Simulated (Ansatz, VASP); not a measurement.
## TiB in VASP and in Ansatz

```
Ti B
1.0
     0.00000    2.10100    2.06948
     2.10100    0.00000    2.06948
     2.10100    2.10100    0.00000
Ti B
1 1
Direct
  0.75000 0.75000 0.75000
  0.00000 0.00000 0.00000
```

Change from the starting cell: strain -0.0150 x Voigt [0, 0, 1, 0, 0, 0], atoms carried along.

Alike in both runs: task single point; functional PBEsol; k mesh 20 × 20 × 20; occupations gaussian, width 0.15 eV; no spin polarisation.

```csv
,VASP,Ansatz
version,VASP 6.6.1,Ansatz 0.2.0
potentials or method,"VASP PAW PBE potentials, release 64 (Ti_sv, B), cutoff 520 eV","scalar-relativistic, plane waves, PAW"
valence electrons in the cell,15,15
```

Ansatz gave:

```
gap on the k mesh at the Fermi level (eV)                     : none
pressure (GPa)                                                : 118.9
traceless stress, the component that is largest in VASP (GPa) : -2.46
```

**Question.** What did VASP give for the same quantities?

**Answer.** gap on the k mesh at the Fermi level (eV): none; pressure (GPa): 118.6; traceless stress, the component that is largest in VASP (GPa): -2.44.

VASP's potentials were made for PBE, not for PBEsol. A gap of «none» marks a metal or a gap that the smearing closes. Both programs put the cell under a high pressure, so it lies far from rest at this level. The functional is the same, so the differences come from potentials, cutoffs and numerics.

Noted on VASP's run: the cell as given lies far from equilibrium.
